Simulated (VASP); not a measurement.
Cl: single point with PBEsol

The system is Cl.

```
Cl
1.0
     3.94716    2.27890    6.73150
    -3.94716    2.27890    6.73150
     0.00000   -4.55779    6.73150
Cl
12
Direct
  0.01019 0.65361 0.01019
  0.01019 0.01019 0.65361
  0.65361 0.01019 0.01019
  0.98981 0.34639 0.98981
  0.34639 0.98981 0.98981
  0.98981 0.98981 0.34639
  0.22118 0.63060 0.22118
  0.22118 0.22118 0.63060
  0.63060 0.22118 0.22118
  0.77882 0.36940 0.77882
  0.36940 0.77882 0.77882
  0.77882 0.77882 0.36940
```

| Quantity | Value |
| --- | --- |
| Program | VASP 6.6.1 |
| Task | single point |
| Functional | PBEsol |
| Potentials or basis | VASP PAW PBE potentials, release 64 (Cl) |
| Cutoff | 500 eV |
| k mesh | 3 × 3 × 3 |
| Occupations | gaussian, width 0.1 eV |
| Spin | no spin polarisation |
| Dipole correction | no |
| Further INCAR settings | ALGO = Normal; EDIFF = 1e-06; NBANDS = 54 |

* Pressure: -1.5 GPa
* Largest force: 1.297 eV/Å
* Band gap on the k mesh: zero (bands 42 and 43 overlap by 0.22 eV)

Forces in eV/Å, atoms in the order of the input:
```
Cl   0.767 -0.443 -0.948
Cl   0.000  0.885 -0.948
Cl  -0.767 -0.443 -0.948
Cl  -0.767  0.443  0.948
Cl   0.767  0.443  0.948
Cl   0.000 -0.885  0.948
Cl   0.336 -0.194 -0.140
Cl   0.000  0.388 -0.140
Cl  -0.336 -0.194 -0.140
Cl  -0.336  0.194  0.140
Cl   0.336  0.194  0.140
Cl   0.000 -0.388  0.140
```

Stress tensor (GPa, compression positive):
```
-0.88  0.00  0.00
 0.00 -0.88  0.00
 0.00  0.00 -2.69
```

Levels at points of the mesh, in eV from the Fermi level:
| k point | band 40 | band 41 | band 42 | band 43 | band 44 | band 45 |
| --- | --- | --- | --- | --- | --- | --- |
| (0.00, 0.00, 0.00) | -0.47 | -0.42 | -0.17 | -0.17 | 0.40 | 0.40 |

It took 4.9 min on 1 thread of AMD EPYC 7R13 (shared host), peak memory 0.45 GiB.

Caveat: the PAW data sets were made with another functional, which shifts forces and pressure a little.
